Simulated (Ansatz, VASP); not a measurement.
CaF2: VASP beside Ansatz

```
Ca F
1.0
     0.00000    2.69210    2.69210
     2.69210    0.00000    2.69210
     2.69210    2.69210    0.00000
Ca F
1 2
Direct
  0.00000 0.00000 0.00000
  0.25000 0.25000 0.25000
  0.75000 0.75000 0.75000
```

Alike in both runs: task single point; functional PBEsol; k mesh 8 × 8 × 8; no spin polarisation.

|  | VASP | Ansatz |
| --- | --- | --- |
| version | VASP 6.6.1 | Ansatz 0.2.0 |
| potentials or method | VASP PAW PBE potentials, release 64 (Ca_sv, F), cutoff 600 eV | scalar-relativistic, plane waves, PAW |
| occupations | gaussian, width 0.01 eV | fixed |
| valence electrons in the cell | 24 | 24 |

VASP gave:

* gap on the k mesh at the Fermi level (eV): 7.34
* least direct gap on the mesh (eV): 7.61
* pressure (GPa): 2.2

Problem. Which values does Ansatz return?

Solution. gap on the k mesh at the Fermi level (eV): 7.37; least direct gap on the mesh (eV): 7.63; pressure (GPa): 1.8.

VASP's potentials were made for PBE, not for PBEsol.
